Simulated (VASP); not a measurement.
# Ru4C: single point with LDA

The system is Ru4C, a slab with vacuum.

```xyz
5
Lattice="2.6741 0.0000 0.0000 -1.3370 2.3158 0.0000 0.0000 0.0000 21.7622" Properties=species:S:1:pos:R:3 pbc="T T T"
Ru    1.3370    0.7719    4.0000
Ru    0.0000    1.5439    6.1134
Ru    1.3370    0.7719    8.2181
Ru    0.0000    1.5439   10.2622
C     0.8914    2.3158   11.5918
```

```
Program             : VASP 6.6.1
Task                : single point
Functional          : LDA
Potentials or basis : VASP PAW LDA potentials, release 64 (Ru_pv, C)
Cutoff              : 520 eV
k mesh              : 12 × 12 × 1
Occupations         : gaussian, width 0.1 eV
Spin                : no spin polarisation
```

* Largest force: 2.903 eV/Å
* Band gap on the k mesh: zero (bands 30 and 31 overlap by 2.30 eV)

Forces in eV/Å, atoms in the order of the input:
```
Ru  -0.073 -0.037  0.866
Ru   0.039  0.014 -0.744
Ru  -0.631 -0.131 -2.830
Ru  -0.652 -0.574  2.535
C    1.317  0.728  0.173
```

Levels at points of the mesh, in eV from the Fermi level:
| k point | band 26 | band 27 | band 28 | band 29 | band 30 | band 31 | band 32 | band 33 |
| --- | --- | --- | --- | --- | --- | --- | --- | --- |
| (0.00, 0.00, 0.00) | -2.23 | -2.14 | -1.83 | -1.37 | -1.30 | -0.75 | -0.23 | 0.12 |
| (0.50, 0.00, 0.00) | -0.76 | -0.53 | -0.30 | 0.89 | 1.17 | 1.51 | 1.57 | 1.75 |
| (0.00, 0.50, 0.00) | -0.90 | -0.55 | 0.14 | 1.04 | 1.14 | 1.43 | 1.51 | 1.75 |
| (0.50, 0.50, 0.00) | -0.96 | -0.70 | 0.70 | 1.02 | 1.06 | 1.31 | 1.51 | 1.76 |

It took 6.3 min on 1 thread of AMD EPYC 9R45 96-Core Processor (Zen 5), on a shared host, peak memory 0.36 GiB.
